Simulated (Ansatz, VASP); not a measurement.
**ZrS: VASP beside Ansatz**

The input INCAR:

```
PREC = Accurate
ENCUT = 520
EDIFF = 1E-6
ISMEAR = 0
SIGMA = 0.01
LREAL = F
LASPH = T
NELM = 100
ALGO = Normal
ISIF = 2
LWAVE = F
LCHARG = F
GGA = PS
NBANDS = 16
```

The input KPOINTS:

```
regular mesh
0
Gamma
  7 7 7
```

POSCAR

```
ZrS
1.0
    0.0000000000      2.6250000000      2.6250000000
    2.6250000000      0.0000000000      2.6250000000
    2.6250000000      2.6250000000      0.0000000000
Zr S
1 1
Direct
    0.0000000000      0.0000000000      0.0000000000
    0.5000000000      0.5000000000      0.5000000000
```

Input for Ansatz:

```yaml
crystal:
  lattice:
    - [0.0, 2.625, 2.625]
    - [2.625, 0.0, 2.625]
    - [2.625, 2.625, 0.0]
  atoms:
    - { symbol: Zr, position: [0.0, 0.0, 0.0] }
    - { symbol: S, position: [0.5, 0.5, 0.5] }
basis:
  ecutwfc: 420
kpoints:
  mp_grid: { grid: [7, 7, 7] }
hamiltonian:
  xc: pbesol
scf:
  occupations: { method: gaussian, width: 0.01 }
output:
  forces: true
  stress: true
  eigenvalues: true
```

Alike in both runs: task single point; functional PBEsol; k mesh 7 × 7 × 7; occupations gaussian, width 0.01 eV; no spin polarisation.

```csv
,VASP,Ansatz
version,VASP 6.6.1,Ansatz 0.2.0
potentials or method,"VASP PAW PBE potentials, release 64 (Zr_sv, S), cutoff 520 eV","scalar-relativistic, plane waves, PAW"
valence electrons in the cell,18,18
```

```csv
,VASP,Ansatz,Ansatz less VASP
gap on the k mesh at the Fermi level (eV),none,none,-
pressure (GPa),-6.2,-6.4,-0.20
```

VASP's potentials were made for PBE, not for PBEsol. A gap of «none» marks a metal or a gap that the smearing closes.
